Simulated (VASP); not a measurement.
Si5F:

```
Si F
1.0
     5.07731    0.00000    0.00000
    -2.53866    4.39708    0.00000
     0.00000    0.00000    4.85188
Si F
5 1
Direct
  0.33333 0.66667 0.73779
  0.33333 0.66667 0.26221
  0.66667 0.33333 0.26221
  0.66667 0.33333 0.73779
  0.00000 0.00000 0.00000
  0.00000 0.00000 0.50000
```

The cell was generated, and may not be a known phase.

- Program: VASP 6.6.1
- Task: relaxation of cell and atoms
- Functional: PBE
- Potentials or basis: VASP PAW PBE potentials, release 64 (Si, F)
- Cutoff: 600 eV
- k mesh: 6 × 6 × 4
- Occupations: gaussian, width 0.1 eV
- Spin: no spin polarisation

At the start: pressure -8.9 GPa; volume 18.05 Å³/atom.

How do energy, volume and symmetry change on relaxing?

Over 8 steps the energy falls by 314.4 meV/atom and the volume is 13.98 Å³/atom (-22.5 %); space group P6/mmm (No. 191, to 0.1 Å) before and after.

The path:
| step | energy change (eV) | largest force (eV/Å) | pressure (GPa) | volume (Å³) |
| --- | --- | --- | --- | --- |
| 1 | 0.0000 | 1.2793 | -8.87 | 108.32 |
| 2 | -1.0678 | 0.2645 | -3.84 | 93.31 |
| 3 | -1.2487 | 0.8552 | 1.85 | 85.86 |
| 4 | -1.6889 | 1.2775 | 3.22 | 81.72 |
| 5 | -1.6937 | 1.1366 | 4.57 | 80.77 |
| 6 | -1.8515 | 0.1077 | -1.01 | 84.98 |
| 7 | -1.8539 | 0.2386 | -0.41 | 84.37 |
| 8 | -1.8865 | 0.0167 | 0.18 | 83.89 |

Final structure:
```
Si F
1.0
     4.34281    0.00000    0.00000
    -2.17140    3.76098    0.00000
     0.00000    0.00000    5.13643
Si F
5 1
Direct
  0.33333 0.66667 0.73955
  0.33333 0.66667 0.26045
  0.66667 0.33333 0.26045
  0.66667 0.33333 0.73955
  0.00000 0.00000 0.00000
  0.00000 0.00000 0.50000
```

Caveat: the volume moved by over 15 % at a fixed basis, so the end points are rough; an odd number of electrons without spin polarisation forces a metal; a magnetic or distorted state may lie lower.
